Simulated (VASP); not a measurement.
A run of VASP 6.6.1:

POSCAR

```
ZrHg
1.0
    3.0973168300      0.0000000000      0.0000000000
    0.0000000000      3.0973168300      0.0000000000
    0.0000000000      0.0000000000      4.2369268500
Zr Hg
1 1
Direct
    0.5000000000      0.5000000000      0.5000000000
    0.0000000000      0.0000000000      0.0000000000
```

INCAR.step1

```
SYSTEM = ZrHg
ALGO = Normal ; EDIFF = 1E-4
ENCUT = 520 ; GGA = PE
ISMEAR = -1 ; LASPH = .TRUE.
LCHARG = .FALSE. ; LREAL = .FALSE.
LWAVE = .TRUE. ; NBANDS = 19
NELM = 80 ; PREC = Accurate
SIGMA = 0.1
```

File INCAR.step2:

```
SYSTEM = ZrHg
ALGO = Normal ; EDIFF = 1E-6
ENCUT = 520 ; ISIF = 2
ISMEAR = -1 ; ISTART = 1
LASPH = .TRUE. ; LCHARG = .FALSE.
LMIXTAU = .TRUE. ; LREAL = .FALSE.
LWAVE = .FALSE. ; METAGGA = R2SCAN
NBANDS = 19 ; NELM = 80
PREC = Accurate ; SIGMA = 0.1
```

Contents of KPOINTS:

```
k-points
0
G
  11 11 8
  0 0 0
```

Potentials or basis: VASP PAW PBE potentials, release 64 (Zr_sv, Hg).

Run with:

```console
$ cat potpaw_PBE.64/Zr_sv/POTCAR potpaw_PBE.64/Hg/POTCAR > POTCAR
$ cp INCAR.step1 INCAR
$ mpirun -np 1 vasp_std > vasp.out
$ cp INCAR.step2 INCAR
$ mpirun -np 1 vasp_std > vasp.out
```

Hardware: 1 thread of Intel(R) Xeon(R) 6975P-C (Granite Rapids), on a shared host.

**Question.** How long does it take, and how much memory?

**Answer.** Wall time 70 s on 1 thread of Intel(R) Xeon(R) 6975P-C (Granite Rapids), with other jobs on the host, peak memory 0.22 GiB. Counts: k points 105.
